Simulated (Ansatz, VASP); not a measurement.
# One calculation of FeO, two programs

File INCAR:

```
PREC = Accurate
ENCUT = 520
EDIFF = 1E-7
ISMEAR = 0
SIGMA = 0.15
LREAL = False
LASPH = True
NELM = 150
ALGO = Normal
ISIF = 2
LWAVE = False
LCHARG = False
ISPIN = 2
MAGMOM = 3.79 0.36
LORBIT = 11
LMAXMIX = 4
GGA = PS
NBANDS = 18
```

Contents of KPOINTS:

```
regular mesh
0
Gamma
  18 18 18
```

Contents of POSCAR:

```
FeO
1.0
    1.5176813758      0.8762337509      2.5157933572
   -1.5176813758      0.8762337509      2.5157933572
    0.0000000000     -1.7524675018      2.5157933572
Fe O
1 1
Direct
    0.0000000000      0.0000000000      0.0000000000
    0.4403766611      0.4403766611      0.4403766611
```

Input for Ansatz:

```yaml
crystal:
  lattice:
    - [1.5176813758, 0.8762337509, 2.5157933572]
    - [-1.5176813758, 0.8762337509, 2.5157933572]
    - [0.0, -1.7524675018, 2.5157933572]
  atoms:
    - { symbol: Fe, position: [0.0, 0.0, 0.0], spin: 3.79 }
    - { symbol: O, position: [0.4403766611, 0.4403766611, 0.4403766611], spin: 0.36 }
basis:
  ecutwfc: 420
kpoints:
  mp_grid: { grid: [18, 18, 18] }
hamiltonian:
  xc: pbesol
scf:
  occupations: { method: gaussian, width: 0.15 }
output:
  forces: true
  stress: true
  eigenvalues: true
  populations: true
magnetization:
  spin_polarized: true
```

Alike in both runs: task single point; functional PBEsol; k mesh 18 × 18 × 18; occupations gaussian, width 0.15 eV; collinear spin.

```csv
,VASP,Ansatz
version,VASP 6.6.1,Ansatz 0.2.0
potentials or method,"VASP PAW PBE potentials, release 64 (Fe, O), cutoff 520 eV","scalar-relativistic, plane waves, PAW"
valence electrons in the cell,14,22
```

|  | VASP | Ansatz | Ansatz less VASP |
| --- | --- | --- | --- |
| gap on the k mesh at the Fermi level (eV) | none | none | - |
| pressure (GPa) | 6.9 | 6.1 | -0.73 |
| traceless stress, the component that is largest in VASP (GPa) | -8.97 | -8.43 | +0.545 |
| rms of the force components (eV/Å) | 0.747 | 0.704 | -0.0426 |
| net moment per atom (μB) | 1.96 | 1.97 | +0.003 |
| size of the moment on the site where the two differ most (μB) | 3.50 | 3.18 | -0.320 |

VASP's potentials were made for PBE, not for PBEsol. Site moments also hang on the region over which each program counts them. Atom by atom the forces differ by 0.043 eV/Å (rms over components). A gap of «none» marks a metal or a gap that the smearing closes. VASP's potentials hold 14 valence electrons a cell and Ansatz's 22, so a difference there can come from the potentials and not from the codes.
